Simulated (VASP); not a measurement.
The system is TiCo3.

```
Ti Co
1.0
     3.57773    0.00000    0.00000
     0.00000    3.57773    0.00000
     0.00000    0.00000    4.29463
Ti Co
1 3
Direct
  0.00000 0.00000 0.50000
  0.50000 0.50000 0.76262
  0.50000 0.50000 0.23738
  0.00000 0.00000 0.00000
```

The cell was generated, and may not be a known phase.

- Program: VASP 6.6.1
- Task: relaxation of cell and atoms
- Functional: PBE
- Potentials or basis: VASP PAW PBE potentials, release 64 (Ti_sv, Co)
- Cutoff: 600 eV
- k mesh: 6 × 6 × 4
- Occupations: gaussian, width 0.1 eV
- Spin: collinear spin, ferromagnetic start
- Starting moments: [0.0, 3.0, 3.0, 3.0] μB

At the start: pressure 0.3 GPa; volume 13.74 Å³/atom.

How do energy, volume and symmetry change on relaxing?

Over 15 steps the energy falls by 667.4 meV/atom and the volume is 12.04 Å³/atom (-12.4 %); space group P4/mmm (No. 123, to 0.1 Å) before and after; moment 3.42 μB per cell.

The path:
```csv
step,energy change (eV),largest force (eV/Å),pressure (GPa),volume (Å³)
1,0.0000,1.5332,0.31,54.97
2,-1.9656,0.9456,-13.10,54.09
3,-2.1755,1.2005,-13.07,53.47
4,-2.2815,1.3066,-9.44,51.80
5,-2.2756,1.3058,-11.26,52.48
6,-2.2437,1.2832,-12.35,53.00
7,-2.4245,0.8729,15.54,44.84
8,-2.5493,1.1218,2.13,47.72
9,-2.6404,0.4214,0.48,48.00
10,-2.6538,0.0389,-0.15,48.18
11,-2.6674,0.0571,0.28,48.12
12,-2.6686,0.1011,0.41,48.09
13,-2.6694,0.0235,-0.57,48.35
14,-2.6695,0.0401,-0.39,48.30
15,-2.6697,0.0105,0.10,48.16
```

Final structure:
```xyz
4
Lattice="3.0174 0.0000 0.0000 0.0000 3.0174 0.0000 0.0000 0.0000 5.2897" Properties=species:S:1:pos:R:3 pbc="T T T"
Ti    0.0000    3.0174    2.6449
Co    1.5087    1.5087    4.0385
Co    1.5087    1.5087    1.2512
Co    0.0000    3.0174    0.0000
```

Caveat: the k points lie up to 0.35 Å⁻¹ apart in the final cell; a cell axis changed by over 15 % at a fixed basis, so the end point is rough.
